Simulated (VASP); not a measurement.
# CdF2 in VASP: a series of runs, part 3 of 3

VASP 6.6.1.

### Step 5. Electric field gradients, LDA (equal xy, yz and zx shear strains of -1 %)

Contents of INCAR:

```
SYSTEM = CdF2
PREC = Accurate ; ENCUT = 520
EDIFF = 1E-8 ; ISMEAR = -1
SIGMA = 0.02 ; LREAL = .FALSE.
LASPH = .TRUE. ; NELM = 120
ALGO = Normal ; ISIF = 2
LWAVE = .FALSE. ; LCHARG = .FALSE.
LEFG = .TRUE. ; NBANDS = 24
GGA_COMPAT = .FALSE.
```

Contents of KPOINTS:

```
regular mesh
0
G
  8 8 8
  0 0 0
```

Contents of POSCAR:

```
CdF2
1.0
   -0.0269400000      2.6805300000      2.6805300000
    2.6805300000     -0.0269400000      2.6805300000
    2.6805300000      2.6805300000     -0.0269400000
Cd F
1 2
Direct
    0.0000000000      0.0000000000      0.0000000000
    0.2500000000      0.2500000000      0.2500000000
    0.7500000000      0.7500000000      0.7500000000
```

Potentials or basis: VASP PAW LDA potentials, release 64 (Cd_sv_GW, F).

Command:

```console
> cat potpaw_LDA.64/Cd_sv_GW/POTCAR potpaw_LDA.64/F/POTCAR > POTCAR
> mpirun -np 1 vasp_std > vasp.out
```

OUTCAR:

```text
SYSTEM = CdF2
   PREC = Accurate
   ENCUT = 520
   EDIFF = 1E-8
   ISMEAR = -1
   LREAL = .FALSE.
   LASPH = .TRUE.
   NELM = 120
   ISIF = 2

 ion  position               nearest neighbor table
   1  0.000  0.000  0.000-
   2  0.250  0.250  0.250-
   3  0.750  0.750  0.750-

  LATTYP: Found a trigonal (rhomboedric) cell.
 ALAT       =     3.7909376051
 COS(alpha) =     0.4899250057

  Lattice vectors:

 A1 = (  -0.0269400000,   2.6805300000,   2.6805300000)
 A2 = (   2.6805300000,  -0.0269400000,   2.6805300000)
 A3 = (   2.6805300000,   2.6805300000,  -0.0269400000)

Analysis of symmetry for initial positions (statically):
=====================================================================
 Subroutine PRICEL returns:
 Original cell was already a primitive cell.

 Routine SETGRP: Setting up the symmetry group for a
 trigonal (rhombohedral) supercell.

 Subroutine GETGRP returns: Found 12 space group operations
 (whereof 12 operations were pure point group operations)
 out of a pool of 12 trial point group operations.

The static configuration has the point symmetry D_3d.

Analysis of symmetry for dynamics (positions and initial velocities):
=====================================================================
 Subroutine PRICEL returns:
 Original cell was already a primitive cell.

 Routine SETGRP: Setting up the symmetry group for a
 trigonal (rhombohedral) supercell.

 Subroutine GETGRP returns: Found 12 space group operations
 (whereof 12 operations were pure point group operations)
 out of a pool of 12 trial point group operations.

The dynamic configuration has the point symmetry D_3d.

 Subroutine INISYM returns: Found 12 space group operations
 (whereof 12 operations are pure point group operations),
 and found     1 'primitive' translations

----------------------------------------------------------------------------------------

                                     Primitive cell

  volume of cell :      39.1012

  direct lattice vectors                    reciprocal lattice vectors
    -0.026940000  2.680530000  2.680530000    -0.183741555  0.185606951  0.185606951
     2.680530000 -0.026940000  2.680530000     0.185606951 -0.183741555  0.185606951
     2.680530000  2.680530000 -0.026940000     0.185606951  0.185606951 -0.183741555

  length of vectors
     3.790937605  3.790937605  3.790937605     0.320407303  0.320407303  0.320407303

  position of ions in fractional coordinates (direct lattice)
     0.000000000  0.000000000  0.000000000
     0.250000000  0.250000000  0.250000000
     0.750000000  0.750000000  0.750000000

  ion indices of the primitive-cell ions
   primitive index   ion index
                 1           1
                 2           2
                 3           3

----------------------------------------------------------------------------------------

 KPOINTS: regular mesh

[... 75 lines left out ...]
   POTIM  = 0.5000    time-step for ionic-motion
   TEBEG  =    0.0;   TEEND  =   0.0 temperature during run
   PSTRESS=    0.0 pullay stress
   NELECT =      34.0000    total number of electrons
   NUPDOWN=      -1.0000    fix difference up-down
   EMIN   =  10.00;   EMAX   =-10.00  energy-range for DOS
   EFERMI =   0.00;   METHOD = LEGACY
   ISMEAR =    -1;   SIGMA  =   0.02  broadening in eV -4-tet -1-fermi 0-gaus
   EFERMI_NEDOS =   21; number of points for ismear=-14 and -15
   IALGO  =     38    algorithm
   IMIX   =      4    mixing-type and parameters
     AMIX     =   0.40;   BMIX     =  1.00
     AMIX_MAG =   1.60;   BMIX_MAG =  1.00
  volume/ion in A,a.u.               =      13.03        87.96
  Fermi-wavevector in a.u.,A,eV,Ry     =   1.562564  2.952818 33.220064  2.441606
  Thomas-Fermi vector in A             =   2.665464
   LORBIT       =      0    0 simple, 1 ext, 2 COOP (PROOUT), +10 PAW based schemes
   GGA     = CA    functional components
   LHFCALC =     F    Hartree Fock is set to
   AEXX    =    0.0000 exact exchange contribution
   IVDW    =     0    specifies the selected vdW correction
   LEPSILON=     F    determine dielectric tensor
   LRPA    =     F    only Hartree local field effects (RPA)
 non-spin polarized calculation
  energy-cutoff  :      520.00
  volume of cell :       39.10
 maximum number of plane-waves:      1060
   NGX = 15   NGY = 15   NGZ = 15

 number of electron      33.9999973 magnetization

 Free energy of the ion-electron system (eV)
  ---------------------------------------------------
  ext. energy  EPLUGINS =         0.00000000
  ---------------------------------------------------
  free energy    TOTEN  =       -12.78037437 eV

  energy without entropy =      -12.78037437  energy(sigma->0) =      -12.78037437

 E-fermi :   0.7650     XC(G=0): -11.2947

 val. band max:        0.2396440354   @ k =  -0.2500   0.5000   0.2500
 cond. band min:       3.0521322157   @ k =   0.0000   0.0000   0.0000
 fundamental gap:      2.8124881803
 Fermi energy:         0.7650136144

 k-point     1 :       0.0000    0.0000    0.0000
  band No.  band energies     occupation
      1     -97.5034      2.00000
      2     -58.9293      2.00000
      3     -58.9293      2.00000
      4     -58.9231      2.00000
      5     -20.2044      2.00000
      6     -19.0289      2.00000
[... 637 lines left out ...]
     23      17.9317      0.00000
     24      20.8255      0.00000

 [... further k-points ...]

------------------------ aborting loop because EDIFF is reached ----------------------------------------

  FORCE on cell =-STRESS in cart. coord.  units (eV):
  Direction    XX          YY          ZZ          XY          YZ          ZX
  --------------------------------------------------------------------------------------
  -------------------------------------------------------------------------------------
  Total       -1.7650953     -1.7650953     -1.7650953      0.0574303      0.0574303      0.0574303
  in kB      -72.3250368    -72.3250368    -72.3250368      2.3532145      2.3532145      2.3532145
  external PRESSURE =     -72.3250368 kB  Pullay stress =       0.0000000 kB

 VOLUME and BASIS-vectors are now :
 -----------------------------------------------------------------------------
  energy-cutoff  :      520.00
  volume of cell :       39.10
      direct lattice vectors                 reciprocal lattice vectors
    -0.026940000  2.680530000  2.680530000    -0.183741555  0.185606951  0.185606951
     2.680530000 -0.026940000  2.680530000     0.185606951 -0.183741555  0.185606951
     2.680530000  2.680530000 -0.026940000     0.185606951  0.185606951 -0.183741555

 POSITION                                       TOTAL-FORCE (eV/Angst)
 -----------------------------------------------------------------------------------
      0.00000      0.00000      0.00000         0.000000     -0.000000      0.000000
      1.33353      1.33353      1.33353         0.013730      0.013730      0.013730
      4.00059      4.00059      4.00059        -0.013730     -0.013730     -0.013730
 -----------------------------------------------------------------------------------
    total drift:                                0.000000      0.000000      0.000000

  FREE ENERGIE OF THE ION-ELECTRON SYSTEM (eV)
  ---------------------------------------------------
  free  energy   TOTEN  =       -12.7803743680 eV

  energy  without entropy=      -12.7803743680  energy(sigma->0) =      -12.78037437

 Electric field gradients (V/A^2)
---------------------------------------------------------------------
 ion       V_xx      V_yy      V_zz      V_xy      V_xz      V_yz
---------------------------------------------------------------------
   1      -0.000     0.000     0.000    -4.763    -4.763    -4.763
   2      -0.000     0.000     0.000     1.418     1.418     1.418
   3      -0.000     0.000     0.000     1.418     1.418     1.418
---------------------------------------------------------------------

 Electric field gradients after diagonalization (V/A^2)
 (convention: |V_zz| > |V_xx| > |V_yy|)
----------------------------------------------------------------------
 ion       V_xx      V_yy      V_zz     asymmetry (V_yy - V_xx)/ V_zz
----------------------------------------------------------------------
   1       4.763     4.763    -9.526       0.000
   2      -1.418    -1.418     2.837       0.000
   3      -1.418    -1.418     2.837       0.000
----------------------------------------------------------------------

           NMR quadrupolar parameters

 Cq : quadrupolar parameter    Cq=e*Q*V_zz/h
 eta: asymmetry parameters     (V_yy - V_xx)/ V_zz
 Q  : nuclear electric quadrupole moment in mb (millibarn)
----------------------------------------------------------------------
 ion       Cq(MHz)       eta       Q (mb)
----------------------------------------------------------------------
   1      -0.023       0.000       1.000
   2       0.007       0.000       1.000
   3       0.007       0.000       1.000
----------------------------------------------------------------------
```

stdout:

```text
POSCAR found type information on POSCAR CdF
 POSCAR found :  2 types and       3 ions
 scaLAPACK will be used
 LDA part: xc-table for (Slater(with rela. corr.)+CA(PZ))
 , standard interpolation
 POSCAR, INCAR and KPOINTS ok, starting setup
 FFT: planning ... GRIDC
 FFT: planning ... GRID_SOFT
 FFT: planning ... GRID
 WAVECAR not read
 entering main loop
ion   1

ion   2

ion   3
```

It took 39 s on 1 thread of Intel Xeon Platinum 8488C (Sapphire Rapids), shared host; peak memory 0.19 GiB.

What came out:

```
Free energy                             : -12.7804 eV
Pressure                                : -7.2 GPa
Largest force                           : 0.024 eV/Å
Band gap on the k mesh                  : 2.81 eV (least direct gap 3.25 eV)
Largest electric field gradient by atom : Cd -9.5; F +2.8 V/Å²
```

Forces in eV/Å, atoms in the order of the input:
```
Cd   0.000  0.000  0.000
F    0.014  0.014  0.014
F   -0.014 -0.014 -0.014
```

Levels at points of the mesh, in eV from the valence-band top:
```csv
k point,band 13,band 14,band 15,band 16,band 17,band 18,band 19,band 20,band 21,band 22
"(0.00, 0.00, 0.00)",-1.00,-1.00,-0.50,-0.50,-0.44,2.81,12.21,12.21,12.51,17.14
"(0.50, 0.00, 0.00)",-2.36,-1.91,-1.89,-0.39,-0.36,6.94,8.76,14.07,14.28,17.73
"(0.50, 0.50, 0.00)",-3.07,-3.04,-0.54,-0.11,-0.07,7.77,9.35,11.46,13.84,14.02
"(0.50, 0.50, 0.50)",-2.39,-1.92,-1.92,-0.42,-0.42,7.03,8.85,14.07,14.07,17.72
```

Electric field gradients, principal values (V/Å²):
| atom | least | middle | greatest (by size) |
| --- | --- | --- | --- |
| 1 Cd | 4.763 | 4.763 | -9.526 |
| 2 F | -1.418 | -1.418 | 2.837 |
| 3 F | -1.418 | -1.418 | 2.837 |

Caveat: the cell differs from its parent crystal (equal xy, yz and zx shear strains of -1 %); the cell stands under tension; without QUAD_EFG the Cq values of the log hold for a quadrupole moment of 1 mb, not for the nuclei. A k mesh can miss the band edges.

### Step 6. Summary

```csv
potentials or basis,cell,gap on the mesh (eV),pressure (GPa),largest force (eV/Å)
"VASP PAW LDA potentials, release 64 (Cd, F)","a = 3.848 Å, angles 58.7°, 3 atoms",2.80,-4.6,0.05
"VASP PAW LDA potentials, release 64 (Cd_sv_GW, F)","a = 3.732 Å, angles 60.0°, 3 atoms",3.03,-0.1,-
"VASP PAW LDA potentials, release 64 (Cd_sv_GW, F)","a = 3.791 Å, angles 60.7°, 3 atoms",2.81,-7.2,0.02
```

Alike in all rows: task electric field gradients; level LDA; no spin polarisation; k mesh 8 × 8 × 8; cutoff (eV) 520; smearing fermi-dirac 0.02 eV.

Caveats: the cell stands under tension (at least some runs).

Total energies depend on the potentials used, so only differences within one code and one set of settings carry meaning.
